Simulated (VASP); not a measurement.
Wanted: the native input for a VASP 6.6.1 run.

* Task: single point
* Functional: PBE
* Dispersion: D3(BJ)
* Potentials or basis: VASP PAW PBE potentials, release 64 (Si, N)
* Cutoff: 520 eV
* k mesh: 6 × 6 × 8
* Occupations: gaussian, width 0.02 eV
* Spin: no spin polarisation
* Dipole correction: no
* Further INCAR settings: ALGO = Normal; EDIFF = 1e-06; NBANDS = 45

The structure of Si3N4 lies in POSCAR:

```
Si3N4
1.0
    7.6192367481      0.0000000000      0.0000000000
   -3.8096183740      6.5984525813      0.0000000000
    0.0000000000      0.0000000000      2.9112990899
Si N
6 8
Direct
    0.7678317162      0.1740753499      0.3256285714
    0.5937563663      0.7678317162      0.8256285714
    0.8259246501      0.5937563663      0.3256285714
    0.2321682838      0.8259246501      0.8256285714
    0.4062436337      0.2321682838      0.3256285714
    0.1740753499      0.4062436337      0.8256285714
    0.0298827494      0.3299417877      0.3256285714
    0.6999409617      0.0298827494      0.8256285714
    0.6700582123      0.6999409617      0.3256285714
    0.9701172506      0.6700582123      0.8256285714
    0.3000590383      0.9701172506      0.3256285714
    0.3299417877      0.3000590383      0.8256285714
    0.3333333333      0.6666666667     -0.1743714286
    0.6666666667      0.3333333333      0.3256285714
```

One way to write it, as run:

INCAR

```
PREC     = Accurate       # precision mode
ENCUT    = 520            # plane-wave cutoff, eV
EDIFF    = 1E-6           # SCF threshold, eV
ISMEAR   = 0              # smearing method
SIGMA    = 0.02           # smearing width, eV
LREAL    = False          # projectors in reciprocal space
LASPH    = True           # aspherical terms in the spheres
NELM     = 80             # most SCF steps
ALGO     = Normal         # electronic algorithm
ISIF     = 2              # what is computed and relaxed
LWAVE    = False          # write WAVECAR
LCHARG   = False          # write CHGCAR
GGA      = PE             # functional
IVDW     = 12             # dispersion correction
NBANDS   = 45             # bands
```

KPOINTS

```
Automatic mesh
0
Gamma
  6 6 8
```

Potentials or basis: VASP PAW PBE potentials, release 64 (Si, N).

Command:

```bash
$ cat potpaw_PBE.64/Si/POTCAR potpaw_PBE.64/N/POTCAR > POTCAR
$ mpirun -np 1 vasp_std > vasp.out
```

Results of the run:

```
Pressure                   : -0.3 GPa
Largest force              : 0.004 eV/Å
Band gap on the k mesh     : 4.32 eV (least direct gap 4.51 eV)
Dispersion energy per atom : -0.256 eV
```

Wall time 7.8 min on 1 thread of Intel(R) Xeon(R) Platinum 8259CL CPU @ 2.50GHz (Skylake/Cascade Lake), on a shared host, peak memory 0.38 GiB.
